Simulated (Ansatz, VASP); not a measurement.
**Two plane-wave programs on BaF2**

Contents of POSCAR:

```
BaF2
1.0
   -0.0154858189      3.0971637718      3.0971637718
    3.0971637718     -0.0154858189      3.0971637718
    3.0816779530      3.0816779530      0.0000000000
Ba F
1 2
Direct
    0.0000000000      0.0000000000      0.0000000000
    0.2510781522      0.2510781522      0.2489218478
    0.7489218478      0.7489218478      0.7510781522
```

Contents of INCAR.step1:

```
SYSTEM = BaF2
PREC     = Accurate       ! precision mode
ENCUT    = 660            ! plane-wave cutoff, eV
ISMEAR   = 0              ! smearing method
SIGMA    = 0.01           ! smearing width, eV
LREAL    = .FALSE.        ! projectors in reciprocal space
LASPH    = .TRUE.         ! aspherical terms in the spheres
NELM     = 120            ! most SCF steps
NBANDS   = 19             ! bands
GGA      = PE             ! functional
ALGO     = Normal         ! electronic algorithm
EDIFF    = 1E-5           ! SCF threshold, eV
LWAVE    = .TRUE.         ! write WAVECAR
LCHARG   = .FALSE.        ! write CHGCAR
GGA_COMPAT= .FALSE.
```

INCAR.step2

```
SYSTEM = BaF2
PREC     = Accurate       ! precision mode
ENCUT    = 660            ! plane-wave cutoff, eV
EDIFF    = 1E-6           ! SCF threshold, eV
ISMEAR   = 0              ! smearing method
SIGMA    = 0.01           ! smearing width, eV
LREAL    = .FALSE.        ! projectors in reciprocal space
LASPH    = .TRUE.         ! aspherical terms in the spheres
NELM     = 120            ! most SCF steps
ALGO     = Normal         ! electronic algorithm
ISIF     = 2              ! what is computed and relaxed
LWAVE    = .FALSE.        ! write WAVECAR
LCHARG   = .FALSE.        ! write CHGCAR
METAGGA  = R2SCAN         ! meta-GGA
LMIXTAU  = .TRUE.       
NBANDS   = 19             ! bands
ISTART   = 1            
GGA_COMPAT= .FALSE.
```

File KPOINTS:

```
Automatic mesh
0
G
  8 8 8
  0 0 0
```

Input for Ansatz:

```yaml
crystal:
  lattice:
    - [-0.0154858189, 3.0971637718, 3.0971637718]
    - [3.0971637718, -0.0154858189, 3.0971637718]
    - [3.081677953, 3.081677953, 0.0]
  atoms:
    - { symbol: Ba, position: [0.0, 0.0, 0.0] }
    - { symbol: F, position: [0.2510781522, 0.2510781522, 0.2489218478] }
    - { symbol: F, position: [0.7489218478, 0.7489218478, 0.7510781522] }
kpoints:
  mp_grid: { grid: [8, 8, 8] }
  band_path:
    path:
      - [0.0, 0.0, 0.0]
      - [0.5, 0.0, 0.5]
      - [0.625, 0.25, 0.625]
      - [0.375, 0.375, 0.75]
      - [0.5, 0.5, 0.5]
      - [0.5, 0.25, 0.75]
      - [0.229167, 0.229167, 0.458333]
    npoints: 1
hamiltonian:
  xc: r2scan
scf:
  occupations: { method: fixed }
  n_extra_bands: 4
output:
  forces: true
  stress: true
  eigenvalues: true
  write_density: true
  write_potential: true
  elf: true
  volumetric_format: npy
```

Change from the starting cell: shear_xy strain -1.0%.

Alike in both runs: task single point; functional r2SCAN; k mesh 8 × 8 × 8; no spin polarisation.

|  | VASP | Ansatz |
| --- | --- | --- |
| version | VASP 6.6.1 | Ansatz 0.2.0 |
| potentials or method | VASP PAW PBE potentials, release 64 (Ba_sv, F) | plane waves, PAW |
| plane-wave cutoff (eV) | 660 | 500 |
| occupations | gaussian, width 0.01 eV | fixed |
| valence electrons in the cell | 24 | 24 |

VASP gave:

```
gap on the k mesh at the Fermi level (eV)                     : 7.34
pressure (GPa)                                                : 0.9
traceless stress, the component that is largest in VASP (GPa) : 0.28
```

Task: Estimate Ansatz's values.

Result: gap on the k mesh at the Fermi level (eV): 7.41; pressure (GPa): 0.0; traceless stress, the component that is largest in VASP (GPa): 0.26.

VASP's potentials were made for PBE, not for r2SCAN.

Spin-orbit coupling is off throughout.
